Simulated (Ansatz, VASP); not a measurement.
**Na2S: VASP beside Ansatz**

The input INCAR:

```
SYSTEM = Na2S
PREC     = Accurate       ! precision mode
ENCUT    = 500            ! plane-wave cutoff, eV
EDIFF    = 1E-6           ! SCF threshold, eV
ISMEAR   = 0              ! smearing method
SIGMA    = 0.01           ! smearing width, eV
LREAL    = .FALSE.        ! projectors in reciprocal space
LASPH    = .TRUE.         ! aspherical terms in the spheres
NELM     = 120            ! most SCF steps
ALGO     = Normal         ! electronic algorithm
ISIF     = 2              ! what is computed and relaxed
LWAVE    = .FALSE.        ! write WAVECAR
LCHARG   = .FALSE.        ! write CHGCAR
GGA      = PS             ! functional
NBANDS   = 17             ! bands
GGA_COMPAT= .FALSE.
```

Contents of KPOINTS:

```
regular mesh
0
G
  8 8 8
  0 0 0
```

The input POSCAR:

```
Na2S
1.0
    0.0000000000      3.2735000000      3.2735000000
    3.2735000000      0.0000000000      3.2735000000
    3.2735000000      3.2735000000      0.0000000000
Na S
2 1
Direct
    0.2500000000      0.2500000000      0.2500000000
    0.7500000000      0.7500000000      0.7500000000
    0.0000000000      0.0000000000      0.0000000000
```

Input for Ansatz:

```yaml
crystal:
  lattice:
    - [0.0, 3.2735, 3.2735]
    - [3.2735, 0.0, 3.2735]
    - [3.2735, 3.2735, 0.0]
  atoms:
    - { symbol: Na, position: [0.25, 0.25, 0.25] }
    - { symbol: Na, position: [0.75, 0.75, 0.75] }
    - { symbol: S, position: [0.0, 0.0, 0.0] }
kpoints:
  mp_grid:
    grid: [8, 8, 8]
hamiltonian:
  xc: pbesol
scf:
  occupations:
    method: fixed
output:
  stress: true
```

Alike in both runs: task single point; functional PBEsol; k mesh 8 × 8 × 8; no spin polarisation.

```csv
,VASP,Ansatz
version,VASP 6.6.1,Ansatz 0.2.0
potentials or method,"VASP PAW PBE potentials, release 64 (Na_pv, S)","plane waves, PAW"
plane-wave cutoff (eV),500,420
occupations,"gaussian, width 0.01 eV",fixed
valence electrons in the cell,20,24
```

Ansatz gave:

- pressure (GPa): -0.6

Estimate VASP's values.

pressure (GPa): -0.5.

VASP's potentials were made for PBE, not for PBEsol. VASP's potentials hold 20 valence electrons a cell and Ansatz's 24, so a difference there can come from the potentials and not from the codes.
